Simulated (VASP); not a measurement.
**HfC: single point with PBEsol**

Crystal: HfC.

```
Hf C
1.0
     0.00000    2.37060    2.37060
     2.37060    0.00000    2.37060
     2.37060    2.37060    0.00000
Hf C
1 1
Cartesian
  2.3706 2.3706 2.3706
  0.0000 0.0000 0.0000
```

This cell differs from its parent crystal: volume scaled by 1.06.

```yaml
Program: VASP 6.6.1
Task: single point
Functional: PBEsol
Potentials_or_basis: VASP PAW PBE potentials, release 64 (Hf_pv, C)
Cutoff: 520 eV
k_mesh: 10 × 10 × 10
Occupations: fermi-dirac, width 0.05 eV
Spin: no spin polarisation
```

The pressure is -18.6 GPa and the band gap on the k mesh is zero (band 7 reaches 6.36 eV, above the bottom of band 8 at 4.97 eV).

Levels at points of the mesh, in eV from the Fermi level:
```
           k point  band 5  band 6  band 7  band 8  band 9  band 10
(0.00, 0.00, 0.00)    0.95    0.95    0.95    1.28    1.28     1.28
(0.50, 0.00, 0.00)   -5.96   -2.84   -2.84    4.92    4.92     5.35
(0.50, 0.50, 0.00)   -2.67   -1.68   -0.17   -0.17    4.92     6.22
```

It took 18 s on 1 thread of AMD EPYC 7R13 Processor (Zen 3) (shared host), peak memory 0.13 GiB.

Caveat: the PAW data sets were made with another functional, which shifts forces and pressure a little; spin-orbit coupling is left out, which moves the levels of the heavy elements.
